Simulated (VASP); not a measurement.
The system is Rh.

```
Rh
1.0
     0.00000    1.87911    1.87911
     1.87911    0.00000    1.87911
     1.87911    1.87911    0.00000
Rh
1
Direct
  0.00000 0.00000 0.00000
```

Base run:

```yaml
Program: VASP 6.6.1
Functional: r2SCAN
Potentials_or_basis: VASP PAW PBE potentials, release 64 (Rh_sv_GW)
Cutoff: 580 eV
k_mesh: 12 × 12 × 12
Occupations: fermi-dirac, width 0.05 eV
Spin: no spin polarisation
```

Its results: pressure 8.4 GPa.

Q: The run is repeated on the same cell with these changes: potentials or basis from VASP PAW PBE potentials, release 64 (Rh_sv_GW) to VASP PAW PBE potentials, release 64 (Rh_pv); cutoff from 580 eV to 520 eV; valence electrons from 17 to 15. What comes out?

A: Pressure 11.4 GPa.

Caveats: the PAW data sets were made with another functional, which shifts forces and pressure a little.
